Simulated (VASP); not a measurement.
# Pt12C in VASP: single point with PBE

Aim: the single point of Pt12C with PBE.

Program: VASP 6.6.1. These are calculated values, not measurements. Logs are shortened: lines on timing, memory, paths and dates and some standing lists are left out, and cuts for length are marked.

## 1. The cell of the first run

The cell holds a slab with vacuum, 13 atoms: a = 5.614 Å, b = 5.614 Å, c = 19.351 Å, α = 90.00°, β = 90.00°, γ = 90.00°.

## 2. Single point, PBE

File INCAR:

```
SYSTEM = Pt12C
PREC = Accurate
ENCUT = 520
EDIFF = 1E-6
ISMEAR = 0
SIGMA = 0.1
LREAL = .False.
LASPH = .True.
NELM = 120
ALGO = Normal
ISIF = 2
LWAVE = .False.
LCHARG = .True.
LDIPOL = .True.
IDIPOL = 3
DIPOL = 0.5 0.5 0.319
GGA = PE
LELF = .True.
LVHAR = .True.
LVACPOTAV = .True.
NBANDS = 74
GGA_COMPAT = .False.
NELMDL = -8
```

File KPOINTS:

```
regular mesh
0
Gamma
  5 5 1
  0 0 0
```

File POSCAR:

```
Pt12C
1.0
    5.6143281343      0.0000000000      0.0000000000
    0.0000000000      5.6143281343      0.0000000000
    0.0000000000      0.0000000000     19.3513792319
Pt C
12 1
Direct
    0.2500000000      0.2500000000      0.2067036128
    0.2500000000      0.7500000000      0.2067036128
    0.7500000000      0.2500000000      0.2067036128
    0.7500000000      0.7500000000      0.2067036128
    0.0000000000      0.0000000000      0.3062504947
    0.0000000000      0.5000000000      0.3062504947
    0.5000000000      0.0000000000      0.3062504947
    0.5000000000      0.5000000000      0.3062504947
    0.2500000000      0.2500000000      0.4057271132
    0.2500000000      0.7500000000      0.4057271132
    0.7500000000      0.2500000000      0.4057271132
    0.7500000000      0.7500000000      0.4057271132
    0.3333333333      0.4166666667      0.4786156032
```

Potentials or basis: VASP PAW PBE potentials, release 64 (Pt, C).

Run with:

```console
cat potpaw_PBE.64/Pt/POTCAR potpaw_PBE.64/C/POTCAR > POTCAR
mpirun -np 1 vasp_std > vasp.out
```

OUTCAR:

```text
SYSTEM = Pt12C
   PREC = Accurate
   ENCUT = 520
   EDIFF = 1E-6
   ISMEAR = 0
   LREAL = .False.
   LASPH = .True.
   NELM = 120
   ISIF = 2
   GGA = PE
   NELMDL = -8

 ion  position               nearest neighbor table
   1  0.250  0.250  0.207-   5 2.77   6 2.77   7 2.77   8 2.77   2 2.81   3 2.81   2 2.81   3 2.81

   2  0.250  0.750  0.207-   5 2.77   6 2.77   7 2.77   8 2.77   1 2.81   4 2.81   1 2.81   4 2.81

   3  0.750  0.250  0.207-   5 2.77   6 2.77   7 2.77   8 2.77   1 2.81   4 2.81   4 2.81   1 2.81
[... 4 lines left out ...]
                             6 2.81   7 2.81   6 2.81   7 2.81
   6  0.000  0.500  0.306-   9 2.77  10 2.77  11 2.77  12 2.77   1 2.77   2 2.77   3 2.77   4 2.77
                             5 2.81   8 2.81   5 2.81   8 2.81
   7  0.500  0.000  0.306-   9 2.77  10 2.77  11 2.77  12 2.77   1 2.77   2 2.77   3 2.77   4 2.77
                             5 2.81   8 2.81   8 2.81   5 2.81
   8  0.500  0.500  0.306-   9 2.77  10 2.77  11 2.77  12 2.77   1 2.77   2 2.77   3 2.77   4 2.77
                             6 2.81   7 2.81   7 2.81   6 2.81
   9  0.250  0.250  0.406-  13 1.76   6 2.77   7 2.77   8 2.77   5 2.77  11 2.81  10 2.81  10 2.81
                            11 2.81
  10  0.250  0.750  0.406-  13 2.39   6 2.77   7 2.77   8 2.77   5 2.77  12 2.81   9 2.81   9 2.81
                            12 2.81
  11  0.750  0.250  0.406-   5 2.77   6 2.77   7 2.77   8 2.77   9 2.81  12 2.81  12 2.81   9 2.81

  12  0.750  0.750  0.406-   5 2.77   6 2.77   7 2.77   8 2.77  10 2.81  11 2.81  11 2.81  10 2.81

  13  0.333  0.417  0.479-   9 1.76  10 2.39

  LATTYP: Found a simple tetragonal cell.
 ALAT       =     5.6143281343
 C/A-ratio  =     3.4467845072

  Lattice vectors:

 A1 = (   5.6143281343,   0.0000000000,   0.0000000000)
 A2 = (   0.0000000000,   5.6143281343,   0.0000000000)
 A3 = (   0.0000000000,   0.0000000000,  19.3513792319)

Analysis of symmetry for initial positions (statically):
=====================================================================
 Subroutine PRICEL returns:
 Original cell was already a primitive cell.

 Routine SETGRP: Setting up the symmetry group for a
 simple tetragonal supercell.

 Subroutine GETGRP returns: Found  1 space group operations
 (whereof  1 operations were pure point group operations)
 out of a pool of 16 trial point group operations.

The static configuration has the point symmetry C_1 .

Analysis of symmetry for dynamics (positions and initial velocities):
=====================================================================
 Subroutine PRICEL returns:
 Original cell was already a primitive cell.

 Routine SETGRP: Setting up the symmetry group for a
 simple tetragonal supercell.

[... 137 lines left out ...]
  Thomas-Fermi vector in A             =   2.092074
   LORBIT       =      0    0 simple, 1 ext, 2 COOP (PROOUT), +10 PAW based schemes
   GGA     = PE    functional components
   LHFCALC =     F    Hartree Fock is set to
   AEXX    =    0.0000 exact exchange contribution
   IVDW    =     0    specifies the selected vdW correction
   LEPSILON=     F    determine dielectric tensor
   LRPA    =     F    only Hartree local field effects (RPA)
 non-spin polarized calculation
 Gauss-broadening in eV      SIGMA  =   0.10
  energy-cutoff  :      520.00
  volume of cell :      609.97
 maximum number of plane-waves:     16469
 NGX is ok and might be reduce to    42
   NGX = 21   NGY = 21   NGZ = 71

 dipolmoment           0.000000      0.000000     -0.197427 electrons x Angstroem

 number of electron     124.0000010 magnetization

 dipolmoment           0.000000      0.000000      0.040433 electrons x Angstroem

 Free energy of the ion-electron system (eV)
  ---------------------------------------------------
  ext. energy  EPLUGINS =         0.00000000
  ---------------------------------------------------
  free energy    TOTEN  =       -72.74661416 eV

  energy without entropy =      -72.62124935  energy(sigma->0) =      -72.68393176

 E-fermi :  -0.5839     XC(G=0):  -5.1800

 val. band max:       -0.5848878257   @ k =   0.4000   0.4000   0.0000
 cond. band min:      -0.5797570351   @ k =  -0.2000   0.4000   0.0000
 fundamental gap:      0.0051307907
 Fermi energy:        -0.5839499019

 k-point     1 :       0.0000    0.0000    0.0000
  band No.  band energies     occupation
      1     -11.9193      2.00000
      2      -9.3251      2.00000
      3      -7.3239      2.00000
      4      -7.2494      2.00000
      5      -7.0856      2.00000
      6      -7.0007      2.00000
[... 990 lines left out ...]
     73       2.7458      0.00000
     74       3.3956      0.00000

------------------------ aborting loop because EDIFF is reached ----------------------------------------

  FORCE on cell =-STRESS in cart. coord.  units (eV):
  Direction    XX          YY          ZZ          XY          YZ          ZX
  --------------------------------------------------------------------------------------
  -------------------------------------------------------------------------------------
  Total       -9.4768766    -10.4876341      4.0681720      1.3435838      2.8334426      0.8050991
  in kB      -24.8924876    -27.5473992     10.6856854      3.5291314      7.4424769      2.1147178
  external PRESSURE =     -13.9180671 kB  Pullay stress =       0.0000000 kB

 VOLUME and BASIS-vectors are now :
 -----------------------------------------------------------------------------
  energy-cutoff  :      520.00
  volume of cell :      609.97
      direct lattice vectors                 reciprocal lattice vectors
     5.614328134  0.000000000  0.000000000     0.178115703  0.000000000  0.000000000
     0.000000000  5.614328134  0.000000000     0.000000000  0.178115703  0.000000000
     0.000000000  0.000000000 19.351379232     0.000000000  0.000000000  0.051675903

 POSITION                                       TOTAL-FORCE (eV/Angst)
 -----------------------------------------------------------------------------------
      1.40358      1.40358      4.00000         0.007603      0.003849      0.066091
      1.40358      4.21075      4.00000        -0.013936      0.056948      0.031611
      4.21075      1.40358      4.00000         0.009261     -0.026394     -0.036321
      4.21075      4.21075      4.00000        -0.073628     -0.139363     -0.391406
      0.00000      0.00000      5.92637        -0.037505     -0.019136     -0.150314
      0.00000      2.80716      5.92637        -0.234305      0.034277     -0.425532
      2.80716      0.00000      5.92637        -0.017014     -0.065008     -0.209286
      2.80716      2.80716      5.92637         0.253968      0.117043     -0.599703
      1.40358      1.40358      7.85138        -0.595737     -1.430671      0.128518
      1.40358      4.21075      7.85138         0.220092     -0.249238      1.220922
      4.21075      1.40358      7.85138         0.145400     -0.012388      0.096754
      4.21075      4.21075      7.85138         0.005949     -0.083286      0.054299
      1.87144      2.33930      9.26187         0.329853      1.813367      0.214367
 -----------------------------------------------------------------------------------
    total drift:                                0.000169      0.000096      0.000052

  FREE ENERGIE OF THE ION-ELECTRON SYSTEM (eV)
  ---------------------------------------------------
  free  energy   TOTEN  =       -72.7466141603 eV

  energy  without entropy=      -72.6212493543  energy(sigma->0) =      -72.68393176

 vacuum level on the upper side and lower side of the slab         5.306         5.074
```

stdout:

```text
POSCAR found type information on POSCAR PtC
 POSCAR found :  2 types and      13 ions
 scaLAPACK will be used
 LDA part: xc-table for (Slater+PW92), standard interpolation
 POSCAR, INCAR and KPOINTS ok, starting setup
 FFT: planning ... GRIDC
 FFT: planning ... GRID_SOFT
 FFT: planning ... GRID
 WAVECAR not read
 entering main loop
 -----------------------------------------------------------------------------
|                                                                             |
|           W    W    AA    RRRRR   N    N  II  N    N   GGGG   !!!           |
|           W    W   A  A   R    R  NN   N  II  NN   N  G    G  !!!           |
|           W    W  A    A  R    R  N N  N  II  N N  N  G       !!!           |
|           W WW W  AAAAAA  RRRRR   N  N N  II  N  N N  G  GGG   !            |
|           WW  WW  A    A  R   R   N   NN  II  N   NN  G    G                |
|           W    W  A    A  R    R  N    N  II  N    N   GGGG   !!!           |
|                                                                             |
|     Did not find any points to average over, which means that no vacuum     |
|     field-free region was found. Please increase the size of  your cell     |
|     in the dimension of the dipole correction to obtain accurate            |
|     workfunction values.                                                    |
|                                                                             |
 -----------------------------------------------------------------------------
```

Run time: 24 min. Hardware: 1 thread of Intel Xeon Platinum 8488C (Sapphire Rapids), shared host; peak memory 0.78 GiB.

Results:

* Free energy: -72.7466 eV
* Largest force: 1.856 eV/Å
* Band gap on the k mesh: zero (bands 62 and 63 overlap by 0.38 eV)

Forces on the atoms (eV/Å):
```
Pt   0.008  0.004  0.066
Pt  -0.014  0.057  0.032
Pt   0.009 -0.026 -0.036
Pt  -0.074 -0.139 -0.391
Pt  -0.038 -0.019 -0.150
Pt  -0.234  0.034 -0.426
Pt  -0.017 -0.065 -0.209
Pt   0.254  0.117 -0.600
Pt  -0.596 -1.431  0.129
Pt   0.220 -0.249  1.221
Pt   0.145 -0.012  0.097
Pt   0.006 -0.083  0.054
C    0.330  1.813  0.214
```

Caveat: spin-orbit coupling is left out, which moves the levels of the heavy elements.
